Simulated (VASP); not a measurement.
Write the native input for VASP 6.6.1 that does the following.

* Task: electric field gradients
* Functional: LDA
* Potentials or basis: VASP PAW LDA potentials, release 64 (Ba_sv, Ti_sv, O)
* Cutoff: 520 eV
* k mesh: 9 × 9 × 9
* Occupations: fermi-dirac, width 0.05 eV
* Spin: no spin polarisation
* Dipole correction: no
* Further INCAR settings: ALGO = Normal; EDIFF = 1e-08; NBANDS = 28

The structure of BaTiO3 lies in POSCAR:

```
BaTiO3
1.0
    2.8276681575      1.6325549719      2.3872635562
   -2.8276681575      1.6325549719      2.3872635562
    0.0000000000     -3.2651099438      2.3872635562
Ba Ti O
1 1 3
Direct
    0.0000000000      0.0000000000      0.0000000000
    0.5140000000      0.5140000000      0.5140000000
    0.4916000000      0.4916000000      0.9815000000
    0.4916000000      0.9815000000      0.4916000000
    0.9815000000      0.4916000000      0.4916000000
```

This cell differs from its parent crystal: zz strain of +3 %.

One way to write it, as run:

INCAR

```
PREC = Accurate
ENCUT = 520
EDIFF = 1E-8
ISMEAR = -1
SIGMA = 0.05
LREAL = F
LASPH = T
NELM = 100
ALGO = Normal
ISIF = 2
LWAVE = F
LCHARG = F
GGA = CA
LEFG = T
NBANDS = 28
```

KPOINTS

```
regular mesh
0
Gamma
  9 9 9
```

Potentials or basis: VASP PAW LDA potentials, release 64 (Ba_sv, Ti_sv, O).

Command:

```bash
$ cat potpaw_LDA.64/Ba_sv/POTCAR potpaw_LDA.64/Ti_sv/POTCAR potpaw_LDA.64/O/POTCAR > POTCAR
$ mpirun -np 1 vasp_std > vasp.out
```

It gave:

```yaml
Pressure: -8.3 GPa
Largest_force: 0.377 eV/Å
Band_gap_on_the_k_mesh: 2.21 eV (least direct gap 2.52 eV)
Largest_electric_field_gradient_by_atom: Ba +29.8; Ti +3.9; O +19.9 V/Å²
```

Caveat: the cell differs from its parent crystal (zz strain of +3 %); the cell stands under tension; without QUAD_EFG the Cq values of the log hold for a quadrupole moment of 1 mb, not for the nuclei; spin-orbit coupling is left out, which moves the levels of the heavy elements; an odd mesh through Γ misses points on the zone boundary, where band edges can lie.

Run time: 4.3 min on 1 thread of Intel Xeon 8259CL (shared host), peak memory 0.27 GiB.
